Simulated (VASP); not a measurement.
# MoI3 (Pm-3m) in VASP: further runs

MoI3 is run at these levels: PBE+U; tasks: single point.

All numbers are computed with VASP 6.6.1; they aren't measurements. Logs are shortened: lines on timing, memory, paths and dates and some standing lists are left out, and cuts for length are marked.

## Step 1: The cell of the first run

Symmetry: Pm-3m, No. 221, cubic system. The conventional cell has a = 5.815 Å, b = 5.815 Å, c = 5.815 Å, α = 90.00°, β = 90.00°, γ = 90.00°. Within 3.8 Å of Mo (site symmetry m-3m) lie 6 I at 2.91 Å. I (site symmetry 4/mmm) has 2 Mo at 2.91 Å within 3.8 Å.

## Step 2: Single point, PBE+U, non-collinear spin, typed start, spin-orbit coupling

Contents of INCAR:

```
ALGO = Normal
EDIFF = 1E-7
ENCUT = 520
GGA = PE
GGA_COMPAT = False
ISIF = 2
ISMEAR = 0
LASPH = True
LCHARG = True
LDAU = True
LDAUJ = 0 0
LDAUL = 2 -1
LDAUPRINT = 1
LDAUTYPE = 2
LDAUU = 4.4 0
LMAXMIX = 4
LORBIT = 11
LORBMOM = True
LREAL = False
LSORBIT = True
LVHAR = True
LWAVE = False
MAGMOM = 0 0 3 0 0 0 0 0 0 0 0 0
NBANDS = 49
NELM = 150
PREC = Accurate
SIGMA = 0.05
```

Contents of KPOINTS:

```
k-points
0
Gamma
  3 3 3
```

Contents of POSCAR:

```
MoI3
1.0
    5.8150879674      0.0000000000      0.0000000000
    0.0000000000      5.8150879674      0.0000000000
    0.0000000000      0.0000000000      5.8150879674
Mo I
1 3
Direct
    0.0000000000      0.0000000000      0.0000000000
    0.5000000000      0.0000000000      0.0000000000
    0.0000000000      0.0000000000      0.5000000000
    0.0000000000      0.5000000000      0.0000000000
```

Potentials or basis: VASP PAW PBE potentials, release 64 (Mo_sv, I).

Launch:

```sh
$ cat potpaw_PBE.64/Mo_sv/POTCAR potpaw_PBE.64/I/POTCAR > POTCAR
$ mpirun -np 1 vasp_ncl > vasp.out
```

OUTCAR:

```text
EDIFF = 1E-7
   ENCUT = 520
   GGA = PE
   ISIF = 2
   ISMEAR = 0
   LASPH = True
   LORBIT = 11
   LREAL = False
   LSORBIT = True
   NELM = 150
   PREC = Accurate

 ion  position               nearest neighbor table
   1  0.000  0.000  0.000-   2 2.91   3 2.91   4 2.91   3 2.91   4 2.91   2 2.91
   2  0.500  0.000  0.000-   1 2.91   1 2.91
   3  0.000  0.000  0.500-   1 2.91   1 2.91
   4  0.000  0.500  0.000-   1 2.91   1 2.91

  LATTYP: Found a simple cubic cell.
 ALAT       =     5.8150879674

  Lattice vectors:

 A1 = (   5.8150879674,   0.0000000000,   0.0000000000)
 A2 = (   0.0000000000,   5.8150879674,   0.0000000000)
 A3 = (   0.0000000000,   0.0000000000,   5.8150879674)

Analysis of symmetry for initial positions (statically):
=====================================================================
 Subroutine PRICEL returns:
 Original cell was already a primitive cell.

 Routine SETGRP: Setting up the symmetry group for a
 simple cubic supercell.

 Subroutine GETGRP returns: Found 48 space group operations
 (whereof 48 operations were pure point group operations)
 out of a pool of 48 trial point group operations.

The static configuration has the point symmetry O_h .

Analysis of symmetry for dynamics (positions and initial velocities):
=====================================================================
 Subroutine PRICEL returns:
 Original cell was already a primitive cell.

 Routine SETGRP: Setting up the symmetry group for a
 simple cubic supercell.

 Subroutine GETGRP returns: Found 48 space group operations
 (whereof 48 operations were pure point group operations)
 out of a pool of 48 trial point group operations.

The dynamic configuration has the point symmetry O_h .

Analysis of structural, dynamic, and magnetic symmetry:
=====================================================================
 Subroutine PRICEL returns:
 Original cell was already a primitive cell.

 Routine SETGRP: Setting up the symmetry group for a
 simple cubic supercell.

 Subroutine GETGRP returns: Found  8 space group operations
 (whereof  8 operations were pure point group operations)
 out of a pool of 48 trial point group operations.

The overall configuration has the point symmetry C_4h.

 Subroutine INISYM returns: Found  8 space group operations
 (whereof  8 operations are pure point group operations),
 and found     1 'primitive' translations

----------------------------------------------------------------------------------------

                                     Primitive cell

  volume of cell :     196.6386

  direct lattice vectors                    reciprocal lattice vectors
     5.815087967  0.000000000  0.000000000     0.171966444  0.000000000  0.000000000
     0.000000000  5.815087967  0.000000000     0.000000000  0.171966444  0.000000000
     0.000000000  0.000000000  5.815087967     0.000000000  0.000000000  0.171966444

  length of vectors
     5.815087967  5.815087967  5.815087967     0.171966444  0.171966444  0.171966444

  position of ions in fractional coordinates (direct lattice)
     0.000000000  0.000000000  0.000000000
     0.500000000  0.000000000  0.000000000
     0.000000000  0.000000000  0.500000000
     0.000000000  0.500000000  0.000000000

  ion indices of the primitive-cell ions
   primitive index   ion index
                 1           1
                 2           2
                 3           3
                 4           4

----------------------------------------------------------------------------------------

 KPOINTS: k-points

Automatic generation of k-mesh.
 Grid dimensions read from file:
 generate k-points for:    3    3    3

[... 138 lines left out ...]

 number of electron      35.0000004 magnetization       0.0000000     -0.0000000      3.5470456

 Free energy of the ion-electron system (eV)
  ---------------------------------------------------
  ext. energy  EPLUGINS =         0.00000000
  ---------------------------------------------------
  free energy    TOTEN  =       -12.13470256 eV

  energy without entropy =      -12.12594884  energy(sigma->0) =      -12.13032570

 E-fermi :   0.8409     XC(G=0):  -7.0426

 val. band max:        0.8173316170   @ k =   0.3333   0.3333   0.0000
 cond. band min:       0.8690758613   @ k =   0.3333   0.3333   0.3333
 fundamental gap:      0.0517442443
 Fermi energy:         0.8409015506

 k-point     1 :       0.0000    0.0000    0.0000
  band No.  band energies     occupation
      1     -61.2298      1.00000
      2     -59.2569      1.00000
      3     -36.5964      1.00000
      4     -36.0486      1.00000
      5     -34.6010      1.00000
      6     -33.3852      1.00000
[... 289 lines left out ...]
     46       6.7252      0.00000
     47       7.4820      0.00000
 [bands above 47 left out]

------------------------ aborting loop because EDIFF is reached ----------------------------------------

  FORCE on cell =-STRESS in cart. coord.  units (eV):
  Direction    XX          YY          ZZ          XY          YZ          ZX
  --------------------------------------------------------------------------------------
  -------------------------------------------------------------------------------------
  Total       -0.4728767     -0.4728767     -0.3357862      0.0000020      0.0000000      0.0000000
  in kB       -3.8529169     -3.8529169     -2.7359277      0.0000164      0.0000000      0.0000000
  external PRESSURE =      -3.4805871 kB  Pullay stress =       0.0000000 kB

 VOLUME and BASIS-vectors are now :
 -----------------------------------------------------------------------------
  energy-cutoff  :      520.00
  volume of cell :      196.64
      direct lattice vectors                 reciprocal lattice vectors
     5.815087967  0.000000000  0.000000000     0.171966444  0.000000000  0.000000000
     0.000000000  5.815087967  0.000000000     0.000000000  0.171966444  0.000000000
     0.000000000  0.000000000  5.815087967     0.000000000  0.000000000  0.171966444

 POSITION                                       TOTAL-FORCE (eV/Angst)
 -----------------------------------------------------------------------------------
      0.00000      0.00000      0.00000         0.000000      0.000000      0.000000
      2.90754      0.00000      0.00000         0.000000      0.000000      0.000000
      0.00000      0.00000      2.90754         0.000000      0.000000      0.000000
      0.00000      2.90754      0.00000         0.000000      0.000000      0.000000
 -----------------------------------------------------------------------------------
    total drift:                               -0.000000     -0.000000     -0.000000

  FREE ENERGIE OF THE ION-ELECTRON SYSTEM (eV)
  ---------------------------------------------------
  free  energy   TOTEN  =       -12.1347025554 eV

  energy  without entropy=      -12.1259488374  energy(sigma->0) =      -12.13032570

 orbital moment (x)

 # of ion     p       d       tot
 ----------------------------------------
  1         0.000   0.000   0.000
  2         0.000   0.000   0.000
  3         0.000  -0.000  -0.000
  4         0.000   0.000   0.000
 ----------------------------------------
            0.000   0.000   0.000

 orbital moment (y)

 # of ion     p       d       tot
 ----------------------------------------
  1         0.000  -0.000  -0.000
  2         0.000   0.000   0.000
  3        -0.000  -0.000  -0.000
  4         0.000   0.000   0.000
 ----------------------------------------
            0.000  -0.000  -0.000

 orbital moment (z)

 # of ion     p       d       tot
 ----------------------------------------
  1        -0.000  -0.090  -0.090
  2        -0.005  -0.000  -0.005
  3         0.053   0.000   0.053
  4        -0.005  -0.000  -0.005
 ----------------------------------------
            0.042  -0.090  -0.048

 Spin-Orbit-Coupling matrix elements

 Ion:    1  E_soc:     -0.2161082
 l=   1
     0.0000000    -0.0301861    -0.0301284
    -0.0301861     0.0000000    -0.0301861
    -0.0301284    -0.0301861     0.0000000
 l=   2
     0.0000000    -0.0021725     0.0000000    -0.0021725    -0.0045315
    -0.0021725     0.0000000    -0.0032109    -0.0000370    -0.0011090
     0.0000000    -0.0032109     0.0000000    -0.0032109     0.0000000
    -0.0021725    -0.0000370    -0.0032109     0.0000000    -0.0011090
    -0.0045315    -0.0011090     0.0000000    -0.0011090     0.0000000
 l=   3
     0.0000000     0.0000000     0.0000000     0.0000000     0.0000000     0.0000000     0.0000000
     0.0000000     0.0000000     0.0000000     0.0000000     0.0000000     0.0000000     0.0000000
     0.0000000     0.0000000     0.0000000     0.0000000     0.0000000     0.0000000     0.0000000
     0.0000000     0.0000000     0.0000000     0.0000000     0.0000000     0.0000000     0.0000000
[... 49 lines left out ...]
 l=   2
     0.0000000    -0.0000171     0.0000000    -0.0000059    -0.0000271
    -0.0000171     0.0000000    -0.0000092    -0.0000069     0.0000068
     0.0000000    -0.0000092     0.0000000    -0.0000039     0.0000000
    -0.0000059    -0.0000069    -0.0000039     0.0000000    -0.0000018
    -0.0000271     0.0000068     0.0000000    -0.0000018     0.0000000
 l=   3
     0.0000000     0.0000000     0.0000000     0.0000000     0.0000000     0.0000000     0.0000000
     0.0000000     0.0000000     0.0000000     0.0000000     0.0000000     0.0000000     0.0000000
     0.0000000     0.0000000     0.0000000     0.0000000     0.0000000     0.0000000     0.0000000
     0.0000000     0.0000000     0.0000000     0.0000000     0.0000000     0.0000000     0.0000000
     0.0000000     0.0000000     0.0000000     0.0000000     0.0000000     0.0000000     0.0000000
     0.0000000     0.0000000     0.0000000     0.0000000     0.0000000     0.0000000     0.0000000
     0.0000000     0.0000000     0.0000000     0.0000000     0.0000000     0.0000000     0.0000000

 total charge

# of ion       s       p       d       tot
------------------------------------------
    1        2.183   6.068   3.732  11.982
    2        1.499   2.789   0.012   4.301
    3        1.500   2.788   0.013   4.300
    4        1.499   2.789   0.012   4.301
--------------------------------------------------
tot          6.680  14.435   3.770  24.884

 magnetization (x)

# of ion       s       p       d       tot
------------------------------------------
    1        0.000   0.000   0.000   0.000
    2        0.000   0.000   0.000   0.000
    3        0.000   0.000   0.000   0.000
    4        0.000   0.000   0.000   0.000
--------------------------------------------------
tot          0.000   0.000   0.000   0.000

 magnetization (y)

# of ion       s       p       d       tot
------------------------------------------
    1        0.000   0.000  -0.000  -0.000
    2        0.000   0.000   0.000   0.000
    3        0.000   0.000   0.000   0.000
    4        0.000  -0.000  -0.000  -0.000
--------------------------------------------------
tot          0.000  -0.000  -0.000  -0.000

 magnetization (z)

# of ion       s       p       d       tot
------------------------------------------
    1        0.024   0.022   2.978   3.023
    2        0.002   0.027   0.005   0.034
    3        0.003   0.042   0.006   0.051
    4        0.002   0.027   0.005   0.034
--------------------------------------------------
tot          0.030   0.118   2.994   3.142
```

It took 6.8 min on 1 thread of AMD EPYC 9R14 (Zen 4), shared host; peak memory 0.79 GiB.

Results:

```yaml
Free_energy: -12.1347 eV
Pressure: -0.3 GPa
Net_moment: 3.55 μB per cell
Valence_electrons_inside_the_program's_atomic_spheres: Mo 11.98; I 4.30
```

Stress tensor (GPa, compression positive):
```
-0.39  0.00  0.00
 0.00 -0.39  0.00
 0.00  0.00 -0.27
```

Moments on the atoms (μB; x, y, z):
```
Mo  0.00 0.00 3.02
I   0.00 0.00 0.03
I   0.00 0.00 0.05
I   0.00 0.00 0.03
```

Caveat: the k points lie up to 0.36 Å⁻¹ apart. The state reached can hang on the start; a lower one may exist.

## Step 3: Single point, PBE+U, collinear spin (46.46 Å³/atom)

This run uses another cell than the first one, of 46.46 Å³/atom.

Contents of INCAR:

```
SYSTEM = MoI3
PREC     = Accurate       ! precision mode
ENCUT    = 520            ! plane-wave cutoff, eV
EDIFF    = 1E-7           ! SCF threshold, eV
ISMEAR   = 0              ! smearing method
SIGMA    = 0.05           ! smearing width, eV
LREAL    = .FALSE.        ! projectors in reciprocal space
LASPH    = .TRUE.         ! aspherical terms in the spheres
NELM     = 150            ! most SCF steps
ALGO     = Normal         ! electronic algorithm
ISIF     = 2              ! what is computed and relaxed
LWAVE    = .FALSE.        ! write WAVECAR
LCHARG   = .FALSE.        ! write CHGCAR
ISPIN    = 2              ! spin polarisation
MAGMOM   = 3.32 -0.14 -0.14 -0.14 ! initial moments
LORBIT   = 11             ! projections on sites
LMAXMIX  = 4              ! l up to which the mixer works
LDAU     = .TRUE.         ! DFT+U
LDAUTYPE = 2            
LDAUL    = 2 -1           ! shell
LDAUU    = 4.4 0          ! U, eV
LDAUJ    = 0 0          
LDAUPRINT= 1            
GGA      = PE             ! functional
NBANDS   = 30             ! bands
```

Contents of KPOINTS:

```
Automatic mesh
0
G
  6 6 6
  0 0 0
```

Contents of POSCAR:

```
MoI3
1.0
    5.7064615023      0.0000000000      0.0000000000
    0.0000000000      5.7064615023      0.0000000000
    0.0000000000      0.0000000000      5.7064615023
Mo I
1 3
Direct
    0.0000000000      0.0000000000      0.0000000000
    0.5000000000      0.0000000000      0.0000000000
    0.0000000000      0.0000000000      0.5000000000
    0.0000000000      0.5000000000      0.0000000000
```

Potentials or basis: VASP PAW PBE potentials, release 64 (Mo_sv, I).

Launch:

```sh
$ cat potpaw_PBE.64/Mo_sv/POTCAR potpaw_PBE.64/I/POTCAR > POTCAR
$ mpirun -np 1 vasp_std > vasp.out
```

Run time: 3 min. Hardware: 1 thread of AMD EPYC 9R14 (Zen 4), shared host; peak memory 0.37 GiB.

Results (log left out):

```yaml
Free_energy: -11.7223 eV
Pressure: 0.5 GPa
Net_moment: 3.14 μB per cell
Site_moments: Mo +2.79; I +0.01 μB
Valence_electrons_inside_the_program's_atomic_spheres: Mo 11.99; I 4.32
```

Levels at points of the mesh, in eV from the Fermi level:
Spin up:
| k point | band 17 | band 18 | band 19 | band 20 | band 21 | band 22 |
| --- | --- | --- | --- | --- | --- | --- |
| (0.00, 0.00, 0.00) | -0.65 | -0.65 | -0.65 | -0.17 | -0.17 | 1.95 |
| (0.50, 0.00, 0.00) | -0.76 | -0.56 | -0.56 | -0.17 | 0.68 | 5.84 |
| (0.50, 0.50, 0.00) | -0.55 | -0.55 | -0.04 | 0.15 | 3.77 | 5.97 |
| (0.50, 0.50, 0.50) | -0.03 | -0.03 | -0.03 | 3.78 | 3.78 | 5.02 |
Spin down:
| k point | band 12 | band 13 | band 14 | band 15 | band 16 | band 17 | band 18 | band 19 | band 20 | band 21 |
| --- | --- | --- | --- | --- | --- | --- | --- | --- | --- | --- |
| (0.00, 0.00, 0.00) | -0.88 | -0.88 | -0.62 | -0.62 | -0.62 | 1.64 | 1.64 | 1.64 | 1.68 | 1.68 |
| (0.50, 0.00, 0.00) | -1.62 | -1.62 | -1.06 | -0.72 | -0.72 | 1.66 | 1.68 | 2.22 | 2.87 | 2.87 |
| (0.50, 0.50, 0.00) | -1.60 | -1.60 | -1.36 | -1.36 | 0.03 | 1.89 | 2.88 | 2.88 | 3.22 | 5.11 |
| (0.50, 0.50, 0.50) | -2.68 | -2.68 | 0.04 | 0.04 | 0.04 | 3.23 | 3.23 | 3.23 | 5.06 | 5.13 |

Eigenvalues of the final occupation matrices:
```
    site  spin  trace               eigenvalues
site 1 d     1   3.25  0.31 0.31 0.88 0.88 0.88
site 1 d     2   0.49  0.05 0.05 0.05 0.16 0.16
```

Caveat: spin-orbit coupling is left out, which moves the levels of the heavy elements.

## Step 4: Single point, PBE+U, collinear spin (54.08 Å³/atom)

This run uses another cell than the first one, of 54.08 Å³/atom.

Contents of INCAR:

```
ALGO = Normal
EDIFF = 1E-6
ENCUT = 520
GGA = PE
ISIF = 2
ISMEAR = 0
ISPIN = 2
LASPH = T
LCHARG = F
LDAU = T
LDAUJ = 0 0
LDAUL = 2 -1
LDAUPRINT = 1
LDAUTYPE = 2
LDAUU = 4.4 0
LMAXMIX = 4
LORBIT = 11
LREAL = F
LWAVE = F
MAGMOM = 3.66 -0.24 -0.24 -0.24
NBANDS = 30
NELM = 150
PREC = Accurate
SIGMA = 0.05
```

Contents of KPOINTS:

```
k-points
0
Gamma
  6 6 6
```

Contents of POSCAR:

```
MoI3
1.0
    6.0027996784      0.0000000000      0.0000000000
    0.0000000000      6.0027996784      0.0000000000
    0.0000000000      0.0000000000      6.0027996784
Mo I
1 3
Direct
    0.0000000000      0.0000000000      0.0000000000
    0.5000000000      0.0000000000      0.0000000000
    0.0000000000      0.0000000000      0.5000000000
    0.0000000000      0.5000000000      0.0000000000
```

Launch:

```sh
$ cat potpaw_PBE.64/Mo_sv/POTCAR potpaw_PBE.64/I/POTCAR > POTCAR
$ mpirun -np 1 vasp_std > vasp.out
```

Run time: 7.7 min. Hardware: 1 thread of AMD EPYC 7R43 (Zen 3), shared host; peak memory 0.46 GiB.

It converged, with:

| Quantity | Value |
| --- | --- |
| Free energy | -11.5204 eV |
| Pressure | -2.1 GPa |
| Net moment | 3.24 μB per cell |
| Site moments | Mo +3.18; I -0.07 μB |
| Valence electrons inside the program's atomic spheres | Mo 11.93; I 4.27 |

Levels at points of the mesh, in eV from the Fermi level:
Spin up:
```csv
k point,band 15,band 16,band 17,band 18,band 19,band 20,band 21,band 22,band 23,band 24
"(0.00, 0.00, 0.00)",-0.56,-0.56,-0.37,-0.37,-0.37,-0.26,-0.26,1.67,5.06,6.97
"(0.50, 0.00, 0.00)",-0.67,-0.44,-0.44,-0.32,-0.32,-0.26,0.47,5.06,6.31,6.48
"(0.50, 0.50, 0.00)",-0.94,-0.74,-0.31,-0.31,0.01,0.12,3.02,5.86,5.86,6.55
"(0.50, 0.50, 0.50)",-0.72,-0.72,0.12,0.12,0.12,3.03,3.03,5.07,5.07,5.07
```
Spin down:
```
           k point  band 12  band 13  band 14  band 15  band 16  band 17  band 18  band 19  band 20  band 21
(0.00, 0.00, 0.00)    -0.58    -0.58    -0.42    -0.42    -0.42     2.56     2.56     2.58     2.58     2.58
(0.50, 0.00, 0.00)    -1.06    -1.06    -0.70    -0.48    -0.48     2.56     2.60     2.71     3.47     3.47
(0.50, 0.50, 0.00)    -1.05    -1.05    -0.94    -0.94     0.09     2.62     3.47     3.47     3.83     5.15
(0.50, 0.50, 0.50)    -1.91    -1.91     0.10     0.10     0.10     3.84     3.84     3.84     5.16     5.16
```

Eigenvalues of the final occupation matrices:
| site | spin | trace | eigenvalues |
| --- | --- | --- | --- |
| site 1 d | 1 | 3.44 | 0.40 0.40 0.88 0.88 0.88 |
| site 1 d | 2 | 0.30 | 0.03 0.03 0.03 0.10 0.10 |

Caveat: spin-orbit coupling is left out, which moves the levels of the heavy elements.

## Step 5: Summary

| spin | cell | k mesh | gap on the mesh (eV) | pressure (GPa) | moment (μB) |
| --- | --- | --- | --- | --- | --- |
| non-collinear, typed start, SOC | a = 5.815 Å, 4 atoms | 3 × 3 × 3 | - | -0.3 | 3.55 |
| collinear | a = 5.706 Å, 4 atoms | 6 × 6 × 6 | none | 0.5 | 3.14 |
| collinear | a = 6.003 Å, 4 atoms | 6 × 6 × 6 | none | -2.1 | 3.24 |

Alike in all rows: task single point; level PBE+U; potentials or basis VASP PAW PBE potentials, release 64 (Mo_sv, I); Mo d U = 4.4 eV; cutoff (eV) 520; smearing gaussian 0.05 eV.

Caveats: some runs use coarse meshes; spin-orbit coupling is left out, which moves the levels of the heavy elements (at least some runs).

Absolute energies hang on the potentials; compare differences alone.
